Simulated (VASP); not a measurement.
# Be2Ag2BAs (P4/mmm) in VASP: a series of runs

Runs on Be2Ag2BAs. Level: PBE. Tasks: single point, relaxation of cell and atoms.

All numbers are computed with VASP 6.6.1; they aren't measurements. Logs are shortened: lines on timing, memory, paths and dates and some standing lists are left out, and cuts for length are marked.

## Step 1: The cell of the first run

It takes space group P4/mmm (No. 123, tetragonal). The conventional cell has a = 3.867 Å, b = 3.867 Å, c = 5.093 Å, α = 90.00°, β = 90.00°, γ = 90.00°. Within 2.6 Å of Be (site symmetry mmm) lie 2 As at 1.93 Å and 4 Ag at 2.39 Å. Ag (site symmetry 4mm) has 2 Ag at 2.28 to 2.81 Å and 4 Be at 2.39 Å and 4 B at 2.96 Å within 3.0 Å. B (site symmetry 4/mmm) has 2 As at 2.55 Å and 8 Ag at 2.96 Å and 8 Be at 3.20 Å within 3.4 Å. Within 2.6 Å of As (site symmetry 4/mmm) lie 4 Be at 1.93 Å and 2 B at 2.55 Å.

## Step 2: Single point, PBE

File INCAR:

```
PREC     = Accurate       # precision mode
ENCUT    = 520            # plane-wave cutoff, eV
EDIFF    = 1E-6           # SCF threshold, eV
ISMEAR   = 0              # smearing method
SIGMA    = 0.1            # smearing width, eV
LREAL    = False          # projectors in reciprocal space
LASPH    = True           # aspherical terms in the spheres
NELM     = 80             # most SCF steps
ALGO     = Fast           # electronic algorithm
ISIF     = 2              # what is computed and relaxed
LWAVE    = False          # write WAVECAR
LCHARG   = True           # write CHGCAR
GGA      = PE             # functional
LELF     = True           # ELF
LVHAR    = True         
NBANDS   = 26             # bands
```

File KPOINTS:

```
Automatic mesh
0
Gamma
  4 4 4
```

File POSCAR:

```
Be2Ag2BAs
1.0
    3.8668700400      0.0000000000      0.0000000000
    0.0000000000      3.8668700400      0.0000000000
    0.0000000000      0.0000000000      5.0932094900
Be Ag B As
2 2 1 1
Direct
    0.0000000000      0.5000000000      0.5000000000
    0.5000000000      0.0000000000      0.5000000000
    0.5000000000      0.5000000000      0.2240000100
    0.5000000000      0.5000000000      0.7759999900
    0.0000000000      0.0000000000      0.0000000000
    0.0000000000      0.0000000000      0.5000000000
```

Potentials or basis: VASP PAW PBE potentials, release 64 (Be, Ag, B, As).

Run with:

```sh
cat potpaw_PBE.64/Be/POTCAR potpaw_PBE.64/Ag/POTCAR potpaw_PBE.64/B/POTCAR potpaw_PBE.64/As/POTCAR > POTCAR
mpirun -np 1 vasp_std > vasp.out
```

OUTCAR:

```text
PREC = Accurate
   ENCUT = 520
   EDIFF = 1E-6
   ISMEAR = 0
   LREAL = False
   LASPH = True
   NELM = 80
   ISIF = 2
   GGA = PE

 ion  position               nearest neighbor table
   1  0.000  0.500  0.500-   6 1.93   6 1.93   3 2.39   4 2.39   3 2.39   4 2.39
   2  0.500  0.000  0.500-   6 1.93   6 1.93   3 2.39   3 2.39   4 2.39   4 2.39
   3  0.500  0.500  0.224-   4 2.28   2 2.39   1 2.39   2 2.39   1 2.39   4 2.81   6 3.07   6 3.07
                             6 3.07   6 3.07
   4  0.500  0.500  0.776-   3 2.28   2 2.39   1 2.39   2 2.39   1 2.39   3 2.81   6 3.07   6 3.07
                             6 3.07   6 3.07
   5  0.000  0.000  0.000-
   6  0.000  0.000  0.500-   1 1.93   2 1.93   1 1.93   2 1.93   3 3.07   3 3.07   4 3.07   4 3.07
                             3 3.07   4 3.07   3 3.07   4 3.07

  LATTYP: Found a simple tetragonal cell.
 ALAT       =     3.8668700400
 C/A-ratio  =     1.3171400738

  Lattice vectors:

 A1 = (   3.8668700400,   0.0000000000,   0.0000000000)
 A2 = (   0.0000000000,   3.8668700400,   0.0000000000)
 A3 = (   0.0000000000,   0.0000000000,   5.0932094900)

Analysis of symmetry for initial positions (statically):
=====================================================================
 Subroutine PRICEL returns:
 Original cell was already a primitive cell.

 Routine SETGRP: Setting up the symmetry group for a
 simple tetragonal supercell.

 Subroutine GETGRP returns: Found 16 space group operations
 (whereof 16 operations were pure point group operations)
 out of a pool of 16 trial point group operations.

The static configuration has the point symmetry D_4h.

Analysis of symmetry for dynamics (positions and initial velocities):
=====================================================================
 Subroutine PRICEL returns:
 Original cell was already a primitive cell.

 Routine SETGRP: Setting up the symmetry group for a
 simple tetragonal supercell.

 Subroutine GETGRP returns: Found 16 space group operations
 (whereof 16 operations were pure point group operations)
 out of a pool of 16 trial point group operations.

The dynamic configuration has the point symmetry D_4h.

 Subroutine INISYM returns: Found 16 space group operations
 (whereof 16 operations are pure point group operations),
 and found     1 'primitive' translations

----------------------------------------------------------------------------------------

                                     Primitive cell

  volume of cell :      76.1572

  direct lattice vectors                    reciprocal lattice vectors
     3.866870040  0.000000000  0.000000000     0.258607088  0.000000000  0.000000000
     0.000000000  3.866870040  0.000000000     0.000000000  0.258607088  0.000000000
     0.000000000  0.000000000  5.093209490     0.000000000  0.000000000  0.196339852

  length of vectors
     3.866870040  3.866870040  5.093209490     0.258607088  0.258607088  0.196339852

  position of ions in fractional coordinates (direct lattice)
     0.000000000  0.500000000  0.500000000
     0.500000000  0.000000000  0.500000000
     0.500000000  0.500000000  0.224000010
     0.500000000  0.500000000  0.775999990
     0.000000000  0.000000000  0.000000000
     0.000000000  0.000000000  0.500000000

  ion indices of the primitive-cell ions
   primitive index   ion index
                 1           1
                 2           2
                 3           3
                 4           4
                 5           5
                 6           6

----------------------------------------------------------------------------------------

 KPOINTS: Automatic mesh

Automatic generation of k-mesh.
 Grid dimensions read from file:
 generate k-points for:    4    4    4

 Generating k-lattice:

  Cartesian coordinates                     Fractional coordinates (reciprocal lattice)
     0.064651772  0.000000000  0.000000000     0.250000000  0.000000000  0.000000000
     0.000000000  0.064651772  0.000000000     0.000000000  0.250000000  0.000000000
[... 58 lines left out ...]

 k-point     4 :       0.2500    0.2500    0.0000
  band No.  band energies     occupation
      1      -5.9574      2.00000
      2      -0.6323      2.00000
      3      -0.1276      2.00000
      4       0.6113      2.00000
      5       0.7111      2.00000
      6       1.5639      2.00000
[... 18 lines left out ...]
     25      14.2295      0.00000
     26      16.0569      0.00000

 k-point     5 :       0.5000    0.2500    0.0000
  band No.  band energies     occupation
      1      -5.7561      2.00000
      2      -1.0347      2.00000
      3       0.0304      2.00000
      4       0.2441      2.00000
      5       1.1778      2.00000
      6       1.6170      2.00000
[... 18 lines left out ...]
     25      14.4573      0.00000
     26      15.1130      0.00000

 k-point     6 :       0.5000    0.5000    0.0000
  band No.  band energies     occupation
      1      -5.6511      2.00000
      2      -0.3621      2.00000
      3      -0.3621      2.00000
      4      -0.2497      2.00000
      5       1.6826      2.00000
      6       2.0631      2.00000
[... 253 lines left out ...]
 k-point    15 :       0.5000    0.0000    0.5000
  band No.  band energies     occupation
      1      -5.7659      2.00000
      2      -0.8580      2.00000
      3       0.1591      2.00000
      4       1.2996      2.00000
      5       1.3522      2.00000
      6       1.6902      2.00000
[... 18 lines left out ...]
     25      14.4459      0.00000
     26      15.5969      0.00000

 k-point    16 :       0.2500    0.2500    0.5000
  band No.  band energies     occupation
      1      -5.8378      2.00000
      2      -0.3178      2.00000
      3       0.1317      2.00000
      4       0.2170      2.00000
      5       1.4279      2.00000
      6       1.6971      2.00000
[... 18 lines left out ...]
     25      14.5053      0.00000
     26      15.9265      0.00000

 k-point    17 :       0.5000    0.2500    0.5000
  band No.  band energies     occupation
      1      -5.6629      2.00000
      2      -0.5107      2.00000
      3       0.1448      2.00000
      4       0.5288      2.00000
      5       1.4294      2.00000
      6       1.5898      2.00000
[... 18 lines left out ...]
     25      15.6207      0.00000
     26      15.6529      0.00000

 k-point    18 :       0.5000    0.5000    0.5000
  band No.  band energies     occupation
      1      -5.5499      2.00000
      2      -0.0721      2.00000
      3      -0.0721      2.00000
      4       0.1269      2.00000
      5       1.4808      2.00000
      6       1.5720      2.00000
[... 18 lines left out ...]
     25      15.1081      0.00000
     26      16.6975      0.00000

------------------------ aborting loop because EDIFF is reached ----------------------------------------

  FORCE on cell =-STRESS in cart. coord.  units (eV):
  Direction    XX          YY          ZZ          XY          YZ          ZX
  --------------------------------------------------------------------------------------
  -------------------------------------------------------------------------------------
  Total       17.0734423     17.0734423     13.8475901      0.0000000      0.0000000      0.0000000
  in kB      359.1873065    359.1873065    291.3225408      0.0000000      0.0000000      0.0000000
  external PRESSURE =     336.5657180 kB  Pullay stress =       0.0000000 kB

 VOLUME and BASIS-vectors are now :
 -----------------------------------------------------------------------------
  energy-cutoff  :      520.00
  volume of cell :       76.16
      direct lattice vectors                 reciprocal lattice vectors
     3.866870040  0.000000000  0.000000000     0.258607088  0.000000000  0.000000000
     0.000000000  3.866870040  0.000000000     0.000000000  0.258607088  0.000000000
     0.000000000  0.000000000  5.093209490     0.000000000  0.000000000  0.196339852

 POSITION                                       TOTAL-FORCE (eV/Angst)
 -----------------------------------------------------------------------------------
      0.00000      1.93344      2.54660         0.000000      0.000000      0.000000
      1.93344      0.00000      2.54660         0.000000      0.000000      0.000000
      1.93344      1.93344      1.14088         0.000000     -0.000000      2.733643
      1.93344      1.93344      3.95233        -0.000000      0.000000     -2.733643
      0.00000      0.00000      0.00000         0.000000      0.000000      0.000000
      0.00000      0.00000      2.54660         0.000000      0.000000      0.000000
 -----------------------------------------------------------------------------------
    total drift:                                0.000000      0.000000     -0.000000

  FREE ENERGIE OF THE ION-ELECTRON SYSTEM (eV)
  ---------------------------------------------------
  free  energy   TOTEN  =       -15.4588002809 eV

  energy  without entropy=      -15.4415871141  energy(sigma->0) =      -15.45019370
```

Wall time 31 s (1 thread of Intel Xeon Platinum 8488C (Sapphire Rapids), shared host); peak memory 0.2 GiB.

What came out:

- Free energy: -15.4588 eV
- Pressure: 33.7 GPa
- Largest force: 2.734 eV/Å
- Band gap on the k mesh: zero (band 17 reaches 9.42 eV, above the bottom of band 18 at 6.49 eV)

Forces in eV/Å, atoms in the order of the input:
```
Be   0.000  0.000  0.000
Be   0.000  0.000  0.000
Ag   0.000  0.000  2.734
Ag   0.000  0.000 -2.734
B    0.000  0.000  0.000
As   0.000  0.000  0.000
```

Caveat: the k points lie up to 0.41 Å⁻¹ apart; forces of over 1 eV/Å act on the atoms, so gaps and moduli don't describe the material at rest.

## Step 3: Single point, PBE

This run uses another cell than the first one, of 16.66 Å³/atom, 1.313 times its volume.

File INCAR:

```
SYSTEM = Be2Ag2BAs
PREC = Accurate
ENCUT = 520
EDIFF = 1E-6
ISMEAR = 0
SIGMA = 0.1
LREAL = .False.
LASPH = .True.
NELM = 60
ALGO = Fast
ISIF = 2
LWAVE = .False.
LCHARG = .False.
GGA = PE
NBANDS = 26
```

File KPOINTS:

```
Automatic mesh
0
Gamma
  4 4 4
  0 0 0
```

File POSCAR:

```
Be2Ag2BAs
1.0
    4.4081518580      0.0000000000      0.0000000000
    0.0000000000      4.4081518580      0.0000000000
    0.0000000000      0.0000000000      5.1449368827
Be Ag B As
2 2 1 1
Direct
    0.0000000000      0.5000000000      0.5000000000
    0.5000000000      0.0000000000      0.5000000000
    0.5000000000      0.5000000000      0.2457789188
    0.5000000000      0.5000000000      0.7542210812
    0.0000000000      0.0000000000      0.0000000000
    0.0000000000      0.0000000000      0.5000000000
```

Potentials or basis: VASP PAW PBE potentials, release 64 (Be, Ag, B, As).

Run with:

```sh
cat potpaw_PBE.64/Be/POTCAR potpaw_PBE.64/Ag/POTCAR potpaw_PBE.64/B/POTCAR potpaw_PBE.64/As/POTCAR > POTCAR
mpirun -np 1 vasp_std > vasp.out
```

Run time: 37 s. Hardware: 1 thread of Intel Xeon Platinum 8488C (Sapphire Rapids), shared host; peak memory 0.24 GiB.

It converged, with:

* Free energy: -17.9165 eV
* Pressure: 0.1 GPa
* Largest force: 0.011 eV/Å
* Band gap on the k mesh: zero (band 17 reaches 6.28 eV, above the bottom of band 18 at 4.08 eV)

Forces on the atoms (eV/Å):
```
Be   0.000  0.000  0.000
Be   0.000  0.000  0.000
Ag   0.000  0.000 -0.011
Ag   0.000  0.000  0.011
B    0.000  0.000  0.000
As   0.000  0.000  0.000
```

Stress tensor (GPa, compression positive):
```
 0.15  0.00  0.00
 0.00  0.15  0.00
 0.00  0.00 -0.08
```

Levels at points of the mesh, in eV from the Fermi level:
| k point | band 15 | band 16 | band 17 | band 18 | band 19 | band 20 |
| --- | --- | --- | --- | --- | --- | --- |
| (0.00, 0.00, 0.00) | -3.20 | -2.62 | 1.22 | 1.49 | 1.49 | 2.55 |
| (0.50, 0.00, 0.00) | -3.03 | -0.97 | -0.55 | 0.54 | 0.99 | 1.15 |
| (0.50, 0.50, 0.00) | -3.49 | -2.88 | 0.68 | 0.68 | 0.95 | 0.95 |
| (0.00, 0.00, 0.50) | -3.02 | -0.84 | 0.56 | 0.56 | 0.94 | 1.32 |
| (0.50, 0.00, 0.50) | -2.96 | 0.23 | 0.83 | 0.95 | 1.34 | 1.46 |
| (0.50, 0.50, 0.50) | -3.60 | -1.81 | -1.81 | -0.96 | 1.45 | 1.76 |

## Step 4: Relaxation of cell and atoms, PBE

File INCAR:

```
SYSTEM = Be2Ag2BAs
PREC     = Accurate       ! precision mode
ENCUT    = 600            ! plane-wave cutoff, eV
EDIFF    = 1E-6           ! SCF threshold, eV
ISMEAR   = 0              ! smearing method
SIGMA    = 0.1            ! smearing width, eV
LREAL    = .FALSE.        ! projectors in reciprocal space
LASPH    = .TRUE.         ! aspherical terms in the spheres
NELM     = 60             ! most SCF steps
ALGO     = Fast           ! electronic algorithm
ISIF     = 3              ! what is computed and relaxed
LWAVE    = .FALSE.        ! write WAVECAR
LCHARG   = .FALSE.        ! write CHGCAR
GGA      = PE             ! functional
IBRION   = 2              ! ionic algorithm
NSW      = 90             ! ionic steps
EDIFFG   = -0.04          ! ionic threshold
```

File KPOINTS:

```
regular mesh
0
G
  4 4 4
  0 0 0
```

File POSCAR:

```
Be2Ag2BAs
1.0
    3.8668700400      0.0000000000      0.0000000000
    0.0000000000      3.8668700400      0.0000000000
    0.0000000000      0.0000000000      5.0932094900
Be Ag B As
2 2 1 1
Direct
    0.0000000000      0.5000000000      0.5000000000
    0.5000000000      0.0000000000      0.5000000000
    0.5000000000      0.5000000000      0.2240000100
    0.5000000000      0.5000000000      0.7759999900
    0.0000000000      0.0000000000      0.0000000000
    0.0000000000      0.0000000000      0.5000000000
```

Run with:

```sh
cat potpaw_PBE.64/Be/POTCAR potpaw_PBE.64/Ag/POTCAR potpaw_PBE.64/B/POTCAR potpaw_PBE.64/As/POTCAR > POTCAR
mpirun -np 1 vasp_std > vasp.out
```

Run time: 5.1 min. Hardware: 1 thread of Intel Xeon Platinum 8488C (Sapphire Rapids), shared host; peak memory 0.23 GiB.

The run converged. Its results:

| Property | Result |
| --- | --- |
| Free energy | -17.9099 eV |
| Relaxed volume | 16.69 Å³/atom |
| Relaxed cell | a = 4.414 Å, b = 4.414 Å, c = 5.138 Å, α = 90.00°, β = 90.00°, γ = 90.00° |
| Space group after relaxing (to 0.05 Å) | P4/mmm (No. 123) |
| Energy gained by relaxing | 408.5 meV/atom |
| Ionic steps | 15 |
| Pressure after relaxing | 0.0 GPa |
| Largest force after relaxing | 0.029 eV/Å |
| Band gap on the k mesh | zero (band 17 reaches 6.25 eV, above the bottom of band 18 at 4.07 eV) |

Forces in eV/Å, atoms in the order of the input:
```
Be   0.000  0.000  0.000
Be   0.000  0.000  0.000
Ag   0.000  0.000 -0.029
Ag   0.000  0.000  0.029
B    0.000  0.000  0.000
As   0.000  0.000  0.000
```

Stress tensor (GPa, compression positive):
```
-0.07  0.00  0.00
 0.00 -0.07  0.00
 0.00  0.00  0.09
```

Step by step:
```
step  energy change (eV)  largest force (eV/Å)  pressure (GPa)  volume (Å³)
   1              0.0000                2.7337           33.66        76.16
   2             -2.1332                0.3183           -3.58       109.47
   3             -2.2388                0.2694            0.47       100.67
   4             -2.2394                0.2845           -0.03       101.52
   5             -2.3098                0.0169           -1.00       101.97
   6             -2.3579                1.4572           -1.79       103.02
   7             -2.3814                0.4960           -1.75       102.49
   8             -2.3941                0.9245           -1.86       102.77
   9             -2.4160                0.8664           -1.28       101.98
  10             -2.4168                0.8469           -1.13       101.80
  11             -2.4434                0.3368           -0.71       101.08
  12             -2.4501                0.0619           -0.28       100.51
  13             -2.4501                0.0793           -0.24       100.49
  14             -2.4508                0.0514           -0.12       100.30
  15             -2.4511                0.0287           -0.02       100.13
```

Final structure:
```
Be Ag B As
1.0
     4.41432    0.00000    0.00000
     0.00000    4.41432    0.00000
     0.00000    0.00000    5.13846
Be Ag B As
2 2 1 1
Direct
  0.00000 0.50000 0.50000
  0.50000 0.00000 0.50000
  0.50000 0.50000 0.24600
  0.50000 0.50000 0.75400
  0.00000 0.00000 0.00000
  0.00000 0.00000 0.50000
```

Levels at points of the mesh, in eV from the Fermi level:
| k point | band 14 | band 15 | band 16 | band 17 | band 18 | band 19 | band 20 | band 21 |
| --- | --- | --- | --- | --- | --- | --- | --- | --- |
| (0.00, 0.00, 0.00) | -3.74 | -3.22 | -2.62 | 1.21 | 1.49 | 1.49 | 2.54 | 2.70 |
| (0.50, 0.00, 0.00) | -3.66 | -3.03 | -0.96 | -0.57 | 0.53 | 0.97 | 1.16 | 1.84 |
| (0.50, 0.50, 0.00) | -3.79 | -3.49 | -2.89 | 0.69 | 0.69 | 0.96 | 0.96 | 1.62 |
| (0.00, 0.00, 0.50) | -3.57 | -3.04 | -0.85 | 0.56 | 0.56 | 0.96 | 1.31 | 1.38 |
| (0.50, 0.00, 0.50) | -3.21 | -2.96 | 0.22 | 0.84 | 0.93 | 1.33 | 1.47 | 1.61 |
| (0.50, 0.50, 0.50) | -3.61 | -3.61 | -1.80 | -1.80 | -0.97 | 1.46 | 1.78 | 4.04 |

Caveat: the k points lie up to 0.36 Å⁻¹ apart in the final cell; the volume moved by over 15 % at a fixed basis, so the end points are rough.

## Step 5: Overview

| task | cell | cutoff (eV) | gap on the mesh (eV) | pressure (GPa) | largest force (eV/Å) |
| --- | --- | --- | --- | --- | --- |
| single point | a = 3.867, b = 3.867, c = 5.093 Å, 6 atoms | 520 | none | 33.7 | 2.73 |
| single point | a = 4.408, b = 4.408, c = 5.145 Å, 6 atoms | 520 | none | 0.1 | 0.01 |
| relaxation of cell and atoms | relaxed from a = 3.867, b = 3.867, c = 5.093 Å, 6 atoms | 600 | none | 0.0 | 0.03 |

Alike in all rows: level PBE; potentials or basis VASP PAW PBE potentials, release 64 (Be, Ag, B, As); no spin polarisation; k mesh 4 × 4 × 4; smearing gaussian 0.1 eV.

Caveats: some runs use coarse meshes; forces of over 1 eV/Å act on the atoms, so gaps and moduli don't describe the material at rest (some runs); the volume moved by over 15 % at a fixed basis, so the end points are rough (some runs).

Total energies depend on the potentials used, so only differences within one code and one set of settings carry meaning.
